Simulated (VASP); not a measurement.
Here is a VASP 6.6.1 calculation.

INCAR

```
PREC = Accurate ; ENCUT = 520
EDIFF = 1E-6 ; ISMEAR = -1
SIGMA = 0.05 ; LREAL = F
LASPH = T ; NELM = 150
ALGO = Normal ; ISIF = 2
LWAVE = F ; LCHARG = T
ISPIN = 2 ; MAGMOM = 4 0
LORBIT = 11 ; LMAXMIX = 4
GGA = CA ; LELF = T
LVHAR = T ; NBANDS = 20
```

The input KPOINTS:

```
regular mesh
0
Gamma
  10 10 10
```

File POSCAR:

```
MnO
1.0
    0.0000000000      2.2089816980      2.2089816980
    2.2089816980      0.0000000000      2.2089816980
    2.2089816980      2.2089816980      0.0000000000
Mn O
1 1
Direct
    0.0000000000      0.0000000000      0.0000000000
    0.5000000000      0.5000000000      0.5000000000
```

Potentials or basis: VASP PAW LDA potentials, release 64 (Mn_pv, O).

Command:

```console
$ cat potpaw_LDA.64/Mn_pv/POTCAR potpaw_LDA.64/O/POTCAR > POTCAR
$ mpirun -np 1 vasp_std > vasp.out
```

(1) Predict the net moment.

(2) Estimate the pressure.

(3) Predict the site moments.

## Answers

(1) 4.44 μB per cell.

(2) -16.6 GPa.

(3) Mn +4.05; O +0.17 μB.

Caveat: the cell stands under tension; a cell with one magnetic atom can't hold antiferromagnetic order, which such compounds often take.
